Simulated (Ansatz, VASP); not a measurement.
Two plane-wave programs on Ce

The input POSCAR:

```
Ce
1.0
    0.0000000000      2.3390384114      2.3390384114
    2.3390384114      0.0000000000      2.3390384114
    2.3390384114      2.3390384114      0.0000000000
Ce
1
Direct
    0.0000000000      0.0000000000      0.0000000000
```

File INCAR.step1:

```
PREC = Accurate
ENCUT = 520
ISMEAR = 1
SIGMA = 0.1
LREAL = F
LASPH = T
NELM = 60
NBANDS = 12
GGA = PE
ALGO = Normal
EDIFF = 1E-4
LWAVE = T
LCHARG = F
```

INCAR.step2

```
PREC = Accurate
ENCUT = 520
EDIFF = 1E-6
ISMEAR = 1
SIGMA = 0.1
LREAL = F
LASPH = T
NELM = 60
ALGO = Normal
ISIF = 2
LWAVE = F
LCHARG = F
METAGGA = R2SCAN
LMIXTAU = T
NBANDS = 12
ISTART = 1
```

The input KPOINTS:

```
Automatic mesh
0
Gamma
  12 12 12
```

Input for Ansatz:

```yaml
crystal:
  lattice:
    - [0.0, 2.3390384114, 2.3390384114]
    - [2.3390384114, 0.0, 2.3390384114]
    - [2.3390384114, 2.3390384114, 0.0]
  atoms:
    - { symbol: Ce, position: [0.0, 0.0, 0.0] }
hamiltonian:
  xc: r2scan
  pseudopotentials:
    kind: paw
    azcp:
      Ce: "pseudopotentials/Ce.paw.azcp"
basis:
  ecutwfc: 500
  fft_grid_basis: typed
kpoints:
  mp_grid: { grid: [12, 12, 12], shift: [0, 0, 0] }
magnetization:
  spin_polarized: false
scf:
  occupations: { method: methfessel_paxton, width: 0.1 }
  lower_state_search: "off"
output:
  stress: true
```

Alike in both runs: task single point; functional r2SCAN; k mesh 12 × 12 × 12; occupations methfessel-paxton of order 1, width 0.1 eV; no spin polarisation.

```csv
,VASP,Ansatz
version,VASP 6.6.1,Ansatz 0.2.0
potentials or method,"VASP PAW PBE potentials, release 64 (Ce), cutoff 520 eV","plane waves (500 eV) with PAW, scalar-relativistic"
valence electrons in the cell,12,12
```

|  | VASP | Ansatz | Ansatz less VASP |
| --- | --- | --- | --- |
| pressure (GPa) | -0.8 | -0.5 | +0.24 |

VASP's potentials were made for PBE, not for r2SCAN.

Spin-orbit coupling is off throughout.
